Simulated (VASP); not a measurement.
# Cr (P6_3/mmc) in VASP: further runs

Runs on Cr. Level: LDA+U. Tasks: single point.

All numbers are computed with VASP 6.6.1; they aren't measurements. Logs are shortened: lines on timing, memory, paths and dates and some standing lists are left out, and cuts for length are marked.

## (1) The cell of the first run

It takes space group P6_3/mmc (No. 194, hexagonal). The conventional cell has a = 2.714 Å, b = 2.714 Å, c = 4.410 Å, α = 90.00°, β = 90.00°, γ = 120.00°. Cr (site symmetry -6m2) has 12 Cr at 2.71 Å within 3.6 Å.

This isn't the form of Cr at room conditions, which is bcc.

## (2) Single point, LDA+U, collinear spin, ferromagnetic start

Input file INCAR:

```
SYSTEM = Cr
ALGO = Fast
EDIFF = 1E-6
ENCUT = 520
ISIF = 2
ISMEAR = 0
ISPIN = 2
LASPH = .TRUE.
LCHARG = .TRUE.
LDAU = .TRUE.
LDAUJ = 0
LDAUL = 2
LDAUPRINT = 1
LDAUTYPE = 2
LDAUU = 5.3
LELF = .TRUE.
LMAXMIX = 4
LORBIT = 11
LREAL = .FALSE.
LVHAR = .TRUE.
LWAVE = .FALSE.
MAGMOM = 4.86 4.86
NBANDS = 23
NELM = 150
PREC = Accurate
SIGMA = 0.01
```

Input file KPOINTS:

```
k-points
0
G
  11 11 6
  0 0 0
```

Input file POSCAR:

```
Cr
1.0
    2.7140000000      0.0000000000      0.0000000000
   -1.3570000000      2.3503929459      0.0000000000
    0.0000000000      0.0000000000      4.4100000000
Cr
2
Direct
    0.6666666667      0.3333333333      0.7500000000
    0.3333333333      0.6666666667      0.2500000000
```

Potentials or basis: VASP PAW LDA potentials, release 64 (Cr_pv).

The run is started by

```sh
cat potpaw_LDA.64/Cr_pv/POTCAR > POTCAR
mpirun -np 1 vasp_std > vasp.out
```

OUTCAR:

```text
SYSTEM = Cr
   EDIFF = 1E-6
   ENCUT = 520
   ISIF = 2
   ISMEAR = 0
   ISPIN = 2
   LASPH = .TRUE.
   LORBIT = 11
   LREAL = .FALSE.
   NELM = 150
   PREC = Accurate

 ion  position               nearest neighbor table
   1  0.667  0.333  0.750-   2 2.71   2 2.71   2 2.71   2 2.71   2 2.71   2 2.71
   2  0.333  0.667  0.250-   1 2.71   1 2.71   1 2.71   1 2.71   1 2.71   1 2.71

  LATTYP: Found a hexagonal cell.
 ALAT       =     2.7140000000
 C/A-ratio  =     1.6249078850

  Lattice vectors:

 A1 = (   2.7140000000,   0.0000000000,   0.0000000000)
 A2 = (  -1.3570000000,   2.3503929459,   0.0000000000)
 A3 = (   0.0000000000,   0.0000000000,   4.4100000000)

Analysis of symmetry for initial positions (statically):
=====================================================================
 Subroutine PRICEL returns:
 Original cell was already a primitive cell.

 Routine SETGRP: Setting up the symmetry group for a
 hexagonal supercell.

 Subroutine GETGRP returns: Found 24 space group operations
 (whereof 12 operations were pure point group operations)
 out of a pool of 24 trial point group operations.

The static configuration has the point symmetry D_3d.
 The point group associated with its full space group is D_6h.

Analysis of symmetry for dynamics (positions and initial velocities):
=====================================================================
 Subroutine PRICEL returns:
 Original cell was already a primitive cell.

 Routine SETGRP: Setting up the symmetry group for a
 hexagonal supercell.

 Subroutine GETGRP returns: Found 24 space group operations
 (whereof 12 operations were pure point group operations)
 out of a pool of 24 trial point group operations.

The dynamic configuration has the point symmetry D_3d.
 The point group associated with its full space group is D_6h.

Analysis of structural, dynamic, and magnetic symmetry:
=====================================================================
 Subroutine PRICEL returns:
 Original cell was already a primitive cell.

 Routine SETGRP: Setting up the symmetry group for a
 hexagonal supercell.

 Subroutine GETGRP returns: Found 24 space group operations
 (whereof 12 operations were pure point group operations)
 out of a pool of 24 trial point group operations.

The overall configuration has the point symmetry D_3d.
 The point group associated with its full space group is D_6h.

 Subroutine INISYM returns: Found 24 space group operations
 (whereof 12 operations are pure point group operations),
 and found     1 'primitive' translations

----------------------------------------------------------------------------------------

                                     Primitive cell

  volume of cell :      28.1312

  direct lattice vectors                    reciprocal lattice vectors
     2.714000000  0.000000000  0.000000000     0.368459838  0.212730387  0.000000000
    -1.357000000  2.350392946  0.000000000     0.000000000  0.425460773  0.000000000
     0.000000000  0.000000000  4.410000000     0.000000000  0.000000000  0.226757370

  length of vectors
     2.714000000  2.714000000  4.410000000     0.425460773  0.425460773  0.226757370

  position of ions in fractional coordinates (direct lattice)
     0.666666667  0.333333333  0.750000000
     0.333333333  0.666666667  0.250000000

  ion indices of the primitive-cell ions
   primitive index   ion index
                 1           1
                 2           2

----------------------------------------------------------------------------------------

 KPOINTS: k-points

Automatic generation of k-mesh.
 Grid dimensions read from file:
 generate k-points for:   11   11    6

 Generating k-lattice:

  Cartesian coordinates                     Fractional coordinates (reciprocal lattice)
     0.033496349  0.019339126  0.000000000     0.090909091  0.000000000  0.000000000
     0.000000000  0.038678252  0.000000000     0.000000000  0.090909091  0.000000000
[... 71 lines left out ...]
   EMIN   =  10.00;   EMAX   =-10.00  energy-range for DOS
   EFERMI =   0.00;   METHOD = LEGACY
   ISMEAR =     0;   SIGMA  =   0.01  broadening in eV -4-tet -1-fermi 0-gaus
   EFERMI_NEDOS =   21; number of points for ismear=-14 and -15
   IALGO  =     68    algorithm
   IMIX   =      4    mixing-type and parameters
     AMIX     =   0.40;   BMIX     =  1.00
     AMIX_MAG =   1.60;   BMIX_MAG =  1.00
  volume/ion in A,a.u.               =      14.07        94.92
  Fermi-wavevector in a.u.,A,eV,Ry     =   1.552681  2.934142 32.801180  2.410819
  Thomas-Fermi vector in A             =   2.657021
   LORBIT       =     11    0 simple, 1 ext, 2 COOP (PROOUT), +10 PAW based schemes
 LDA+U is selected, type is set to LDAUTYPE =  2
   angular momentum for each species LDAUL =     2
   U (eV)           for each species LDAUU =   5.3
   J (eV)           for each species LDAUJ =   0.0
   GGA     = CA    functional components
   LHFCALC =     F    Hartree Fock is set to
   AEXX    =    0.0000 exact exchange contribution
   IVDW    =     0    specifies the selected vdW correction
   LEPSILON=     F    determine dielectric tensor
   LRPA    =     F    only Hartree local field effects (RPA)
 spin polarized calculation
 RMM-DIIS sequential band-by-band and
 Gauss-broadening in eV      SIGMA  =   0.01
  energy-cutoff  :      520.00
  volume of cell :       28.13
 maximum number of plane-waves:       772
   NGX = 11   NGY = 11   NGZ = 17

atom =   1  type =  1  l = 2

 onsite density matrix

spin component  1

  0.8454  0.0000 -0.0000 -0.0000  0.0000
  0.0000  0.8583  0.0000 -0.0000  0.0000
 -0.0000  0.0000  0.8293  0.0000  0.0000
 -0.0000 -0.0000  0.0000  0.8583 -0.0000
  0.0000  0.0000  0.0000 -0.0000  0.8454

spin component  2

  0.0223 -0.0000  0.0000  0.0000  0.0000
 -0.0000  0.0267 -0.0000  0.0000 -0.0000
  0.0000 -0.0000  0.0173 -0.0000  0.0000
  0.0000  0.0000 -0.0000  0.0267  0.0000
  0.0000 -0.0000  0.0000  0.0000  0.0223

 occupancies and eigenvectors

  o =  0.0173  v =  0.0000  0.0000  0.0000  0.0000  0.0000  0.0000  0.0000 -1.0000 -0.0000  0.0000      0.0000  0.0000  0.0000  0.0000  0.0000  0.0000  0.0000  0.0000  0.0000  0.0000
  o =  0.0223  v =  0.0000  0.0000  0.0000  0.0000  0.0000 -0.0201  0.0000  0.0000 -0.0000  0.9998      0.0000  0.0000  0.0000  0.0000  0.0000  0.0000  0.0000  0.0000  0.0000  0.0000
  o =  0.0223  v =  0.0000  0.0000  0.0000  0.0000  0.0000  0.9998  0.0000  0.0000 -0.0000  0.0201      0.0000  0.0000  0.0000  0.0000  0.0000  0.0000  0.0000  0.0000  0.0000  0.0000
  o =  0.0267  v =  0.0000  0.0000  0.0000  0.0000  0.0000 -0.0000 -0.0000  0.0000 -1.0000 -0.0000      0.0000  0.0000  0.0000  0.0000  0.0000  0.0000  0.0000  0.0000  0.0000  0.0000
  o =  0.0267  v =  0.0000  0.0000  0.0000  0.0000  0.0000  0.0000 -1.0000 -0.0000  0.0000  0.0000      0.0000  0.0000  0.0000  0.0000  0.0000  0.0000  0.0000  0.0000  0.0000  0.0000
  o =  0.8293  v =  0.0000 -0.0000  1.0000  0.0000 -0.0000  0.0000  0.0000  0.0000  0.0000  0.0000      0.0000  0.0000  0.0000  0.0000  0.0000  0.0000  0.0000  0.0000  0.0000  0.0000
  o =  0.8454  v =  0.0000  0.0000 -0.0000 -0.0000 -1.0000  0.0000  0.0000  0.0000  0.0000  0.0000      0.0000  0.0000  0.0000  0.0000  0.0000  0.0000  0.0000  0.0000  0.0000  0.0000
  o =  0.8454  v =  1.0000  0.0000  0.0000  0.0000  0.0000  0.0000  0.0000  0.0000  0.0000  0.0000      0.0000  0.0000  0.0000  0.0000  0.0000  0.0000  0.0000  0.0000  0.0000  0.0000
  o =  0.8583  v =  0.0000 -0.0000 -0.0000  1.0000 -0.0000  0.0000  0.0000  0.0000  0.0000  0.0000      0.0000  0.0000  0.0000  0.0000  0.0000  0.0000  0.0000  0.0000  0.0000  0.0000
  o =  0.8583  v =  0.0000 -1.0000 -0.0000 -0.0000 -0.0000  0.0000  0.0000  0.0000  0.0000  0.0000      0.0000  0.0000  0.0000  0.0000  0.0000  0.0000  0.0000  0.0000  0.0000  0.0000

atom =   2  type =  1  l = 2

 onsite density matrix

spin component  1

  0.8454  0.0000 -0.0000  0.0000  0.0000
  0.0000  0.8583 -0.0000 -0.0000 -0.0000
 -0.0000 -0.0000  0.8293  0.0000  0.0000
  0.0000 -0.0000  0.0000  0.8583 -0.0000
  0.0000 -0.0000  0.0000 -0.0000  0.8454

spin component  2

  0.0223 -0.0000  0.0000 -0.0000  0.0000
 -0.0000  0.0267  0.0000 -0.0000  0.0000
  0.0000  0.0000  0.0173 -0.0000  0.0000
 -0.0000 -0.0000 -0.0000  0.0267  0.0000
  0.0000  0.0000  0.0000  0.0000  0.0223

 occupancies and eigenvectors

  o =  0.0173  v =  0.0000  0.0000  0.0000  0.0000  0.0000  0.0000 -0.0000 -1.0000 -0.0000  0.0000      0.0000  0.0000  0.0000  0.0000  0.0000  0.0000  0.0000  0.0000  0.0000  0.0000
  o =  0.0223  v =  0.0000  0.0000  0.0000  0.0000  0.0000  0.0228 -0.0000 -0.0000  0.0000 -0.9997      0.0000  0.0000  0.0000  0.0000  0.0000  0.0000  0.0000  0.0000  0.0000  0.0000
  o =  0.0223  v =  0.0000  0.0000  0.0000  0.0000  0.0000  0.9997  0.0000  0.0000  0.0000  0.0228      0.0000  0.0000  0.0000  0.0000  0.0000  0.0000  0.0000  0.0000  0.0000  0.0000
  o =  0.0267  v =  0.0000  0.0000  0.0000  0.0000  0.0000 -0.0000  0.0000 -0.0000  1.0000  0.0000      0.0000  0.0000  0.0000  0.0000  0.0000  0.0000  0.0000  0.0000  0.0000  0.0000
  o =  0.0267  v =  0.0000  0.0000  0.0000  0.0000  0.0000  0.0000 -1.0000  0.0000  0.0000  0.0000      0.0000  0.0000  0.0000  0.0000  0.0000  0.0000  0.0000  0.0000  0.0000  0.0000
  o =  0.8293  v =  0.0000 -0.0000  1.0000 -0.0000 -0.0000  0.0000  0.0000  0.0000  0.0000  0.0000      0.0000  0.0000  0.0000  0.0000  0.0000  0.0000  0.0000  0.0000  0.0000  0.0000
  o =  0.8454  v =  1.0000  0.0000  0.0000  0.0000  0.0000  0.0000  0.0000  0.0000  0.0000  0.0000      0.0000  0.0000  0.0000  0.0000  0.0000  0.0000  0.0000  0.0000  0.0000  0.0000
  o =  0.8454  v =  0.0000  0.0000 -0.0000 -0.0000 -1.0000  0.0000  0.0000  0.0000  0.0000  0.0000      0.0000  0.0000  0.0000  0.0000  0.0000  0.0000  0.0000  0.0000  0.0000  0.0000
  o =  0.8583  v =  0.0000  0.0000 -0.0000 -1.0000  0.0000  0.0000  0.0000  0.0000  0.0000  0.0000      0.0000  0.0000  0.0000  0.0000  0.0000  0.0000  0.0000  0.0000  0.0000  0.0000
  o =  0.8583  v =  0.0000  1.0000  0.0000  0.0000  0.0000  0.0000  0.0000  0.0000  0.0000  0.0000      0.0000  0.0000  0.0000  0.0000  0.0000  0.0000  0.0000  0.0000  0.0000  0.0000

 number of electron      24.0000005 magnetization       9.0738630

 Free energy of the ion-electron system (eV)
  ---------------------------------------------------
  ext. energy  EPLUGINS =         0.00000000
  ---------------------------------------------------
  free energy    TOTEN  =       -10.56258683 eV

  energy without entropy =      -10.56248249  energy(sigma->0) =      -10.56253466

 E-fermi :   8.8304     XC(G=0): -12.5384

 val. band max:        8.8241883476   @ k =   0.4545   0.0909   0.3333
 cond. band min:       8.8455258523   @ k =   0.0909   0.0909   0.0000
 fundamental gap:      0.0213375046
 Fermi energy:         8.8303966477

 spin component 1

 k-point     1 :       0.0000    0.0000    0.0000
  band No.  band energies     occupation
      1     -34.0148      1.00000
      2     -33.5286      1.00000
      3     -33.5286      1.00000
      4     -33.4551      1.00000
      5     -33.4531      1.00000
      6     -33.4531      1.00000
[... 1241 lines left out ...]
     22      24.2257      0.00000
     23      25.6853      0.00000

 [... further k-points ...]

------------------------ aborting loop because EDIFF is reached ----------------------------------------

  FORCE on cell =-STRESS in cart. coord.  units (eV):
  Direction    XX          YY          ZZ          XY          YZ          ZX
  --------------------------------------------------------------------------------------
  -------------------------------------------------------------------------------------
  Total        7.0785156      7.0785156      7.5772790      0.0000000     -0.0000000      0.0000000
  in kB      403.1474039    403.1474039    431.5538061      0.0000000     -0.0000000      0.0000000
  external PRESSURE =     412.6162047 kB  Pullay stress =       0.0000000 kB

 VOLUME and BASIS-vectors are now :
 -----------------------------------------------------------------------------
  energy-cutoff  :      520.00
  volume of cell :       28.13
      direct lattice vectors                 reciprocal lattice vectors
     2.714000000  0.000000000  0.000000000     0.368459838  0.212730387  0.000000000
    -1.357000000  2.350392946  0.000000000     0.000000000  0.425460773  0.000000000
     0.000000000  0.000000000  4.410000000     0.000000000  0.000000000  0.226757370

 POSITION                                       TOTAL-FORCE (eV/Angst)
 -----------------------------------------------------------------------------------
      1.35700      0.78346      3.30750        -0.000000      0.000000      0.000000
     -0.00000      1.56693      1.10250         0.000000      0.000000      0.000000
 -----------------------------------------------------------------------------------
    total drift:                               -0.000000      0.000000     -0.000000

  FREE ENERGIE OF THE ION-ELECTRON SYSTEM (eV)
  ---------------------------------------------------
  free  energy   TOTEN  =       -10.5625868306 eV

  energy  without entropy=      -10.5624824929  energy(sigma->0) =      -10.56253466

 total charge

# of ion       s       p       d       tot
------------------------------------------
    1        0.364   6.241   4.326  10.930
    2        0.364   6.241   4.326  10.930
--------------------------------------------------
tot          0.728  12.481   8.652  21.861

 magnetization (x)

# of ion       s       p       d       tot
------------------------------------------
    1       -0.007   0.090   4.100   4.182
    2       -0.007   0.090   4.100   4.182
--------------------------------------------------
tot         -0.015   0.180   8.199   8.364
```

Wall time 72 s (1 thread of Intel Xeon Platinum 8259CL at 2.50GHz (Skylake/Cascade Lake), shared host); peak memory 0.17 GiB.

What came out:

```yaml
Free_energy: -10.5626 eV
Pressure: 41.3 GPa
Net_moment: 9.07 μB per cell
Site_moments: Cr +4.18 μB
Valence_electrons_inside_the_program's_atomic_spheres: Cr 10.93
```

Levels at points of the mesh, in eV from the Fermi level:
Spin up:
```csv
k point,band 15,band 16,band 17,band 18,band 19,band 20
"(0.00, 0.00, 0.00)",-1.80,-0.82,-0.43,-0.43,5.45,5.45
"(0.00, 0.00, 0.50)",-0.80,-0.80,-0.80,-0.80,5.45,5.45
```
Spin down:
```
           k point  band 5  band 6  band 7  band 8  band 9  band 10  band 11  band 12
(0.00, 0.00, 0.00)  -38.60  -38.60   -6.54   -0.63    1.01     4.63     4.63     4.68
(0.00, 0.00, 0.50)  -38.64  -38.64   -4.42   -4.42    3.29     3.29     4.60     4.60
```

Eigenvalues of the final occupation matrices:
| site | spin | trace | eigenvalues |
| --- | --- | --- | --- |
| site 1 d | 1 | 4.24 | 0.83 0.85 0.85 0.86 0.86 |
| site 1 d | 2 | 0.12 | 0.02 0.02 0.02 0.03 0.03 |
| site 2 d | 1 | 4.24 | 0.83 0.85 0.85 0.86 0.86 |
| site 2 d | 2 | 0.12 | 0.02 0.02 0.02 0.03 0.03 |

Caveat: the cell stands under pressure; an empty level that is flat over the whole mesh can mark a ghost state of the potentials, or a narrow d or f band; the U is typed as a test and isn't derived for this compound.

## (3) Single point, LDA+U, collinear spin, ferromagnetic start

POSCAR is that of step 2.

Input file INCAR.step1:

```
PREC = Accurate
ENCUT = 520
EDIFF = 1E-6
ISMEAR = -1
SIGMA = 0.05
LREAL = F
LASPH = T
NELM = 150
ALGO = Normal
ISIF = 2
LWAVE = F
LCHARG = T
ISPIN = 2
MAGMOM = 3 3
LMAXMIX = 4
LDAU = T
LDAUTYPE = 2
LDAUL = 2
LDAUU = 4
LDAUJ = 0
LDAUPRINT = 1
NBANDS = 23
```

Input file KPOINTS.step1:

```
regular mesh
0
Gamma
  8 8 5
```

Input file INCAR.step2:

```
PREC = Accurate
ENCUT = 520
EDIFF = 1E-6
ISMEAR = -5
SIGMA = 0.05
LREAL = F
LASPH = T
NELM = 150
ALGO = Normal
ISIF = 2
LWAVE = F
LCHARG = F
ISPIN = 2
MAGMOM = 3 3
LORBIT = 11
LMAXMIX = 4
LDAU = T
LDAUTYPE = 2
LDAUL = 2
LDAUU = 4
LDAUJ = 0
LDAUPRINT = 1
NBANDS = 23
NEDOS = 1001
ICHARG = 11
```

Input file KPOINTS.step2:

```
regular mesh
0
Gamma
  12 12 8
```

Potentials or basis: VASP PAW LDA potentials, release 64 (Cr_pv).

The run is started by

```sh
cat potpaw_LDA.64/Cr_pv/POTCAR > POTCAR
cp INCAR.step1 INCAR
cp KPOINTS.step1 KPOINTS
mpirun -np 1 vasp_std > vasp.out
cp INCAR.step2 INCAR
cp KPOINTS.step2 KPOINTS
mpirun -np 1 vasp_std > vasp.out
```

Run time: 68 s. Hardware: 1 thread of AMD EPYC 7R13 (Zen 3), shared host; peak memory 0.16 GiB.

It converged, with:

- Net moment: 8.09 μB per cell
- Site moments: Cr +3.75 μB
- Valence electrons inside the program's atomic spheres: Cr 10.85

Levels at points of the mesh, in eV from the Fermi level:
Spin up:
```
           k point  band 12  band 13  band 14  band 15  band 16  band 17  band 18  band 19  band 20  band 21
(0.00, 0.00, 0.00)    -1.95    -1.95    -1.72    -1.72    -0.78    -0.40    -0.40     4.66     4.67     5.98
(0.50, 0.00, 0.00)    -2.53    -1.85    -0.12     0.02     0.20     1.54     3.20     4.66     4.66     7.98
(0.00, 0.00, 0.50)    -2.44    -2.44    -2.44    -0.73    -0.73    -0.73    -0.73     4.66     4.66    12.38
(0.50, 0.00, 0.50)    -1.59    -0.76    -0.76     0.13     0.13     1.16     1.16     4.66     4.66     6.64
```
Spin down:
```
           k point  band 6  band 7  band 8  band 9  band 10  band 11
(0.00, 0.00, 0.00)  -39.45   -6.84   -1.40    0.72     3.22     3.22
(0.50, 0.00, 0.00)  -39.59   -1.34   -0.80   -0.10     0.48     2.49
(0.00, 0.00, 0.50)  -39.61   -4.74   -4.74    2.17     2.17     3.18
(0.50, 0.00, 0.50)  -39.62   -1.19   -1.19    0.88     0.88     2.43
```

Eigenvalues of the final occupation matrices:
```
    site  spin  trace               eigenvalues
site 1 d     1   3.98  0.76 0.77 0.77 0.84 0.84
site 1 d     2   0.26  0.04 0.05 0.05 0.06 0.06
site 2 d     1   3.98  0.76 0.77 0.77 0.84 0.84
site 2 d     2   0.26  0.04 0.05 0.05 0.06 0.06
```

Caveat: an empty level that is flat over the whole mesh can mark a ghost state of the potentials, or a narrow d or f band; the U is typed as a test and isn't derived for this compound; tetrahedron occupations give inexact forces and stress in metals.
